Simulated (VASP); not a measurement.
Write the native input for VASP 6.6.1 that does the following.

- Task: single point
- Functional: PBE
- Dispersion: D3(BJ)
- Potentials or basis: VASP PAW PBE potentials, release 64 (Al)
- Cutoff: 520 eV
- k mesh: 22 × 22 × 22
- Occupations: gaussian, width 0.15 eV
- Spin: no spin polarisation
- Dipole correction: no
- Further INCAR settings: ALGO = Normal; EDIFF = 1e-07; NBANDS = 8

The structure of Al lies in POSCAR:

```
Al
1.0
    0.0000000000      2.1119552864      1.6752029332
    2.1119552864      0.0000000000      1.6752029332
    2.1119552864      2.1119552864      0.0000000000
Al
1
Direct
    0.0000000000      0.0000000000      0.0000000000
```

This cell differs from its parent crystal: volume 14.944 Å^3 an atom, c/a of the conventional cell 0.7932.

The input as run:

INCAR

```
SYSTEM = Al
PREC = Accurate
ENCUT = 520
EDIFF = 1E-7
ISMEAR = 0
SIGMA = 0.15
LREAL = .FALSE.
LASPH = .TRUE.
NELM = 100
ALGO = Normal
ISIF = 2
LWAVE = .FALSE.
LCHARG = .TRUE.
GGA = PE
IVDW = 12
LELF = .TRUE.
LVHAR = .TRUE.
NBANDS = 8
```

KPOINTS

```
Automatic mesh
0
G
  22 22 22
  0 0 0
```

Potentials or basis: VASP PAW PBE potentials, release 64 (Al).

Run with:

```sh
$ cat potpaw_PBE.64/Al/POTCAR > POTCAR
$ mpirun -np 1 vasp_std > vasp.out
```

Results of the run:

| Property | Result |
| --- | --- |
| Pressure | 6.9 GPa |
| Dispersion energy per atom | -0.372 eV |

Caveat: pairwise dispersion overbinds metals, which lowers pressure and volume.

It took 28 s on 1 thread of Intel(R) Xeon(R) 6975P-C (Granite Rapids), on a shared host, peak memory 0.2 GiB.
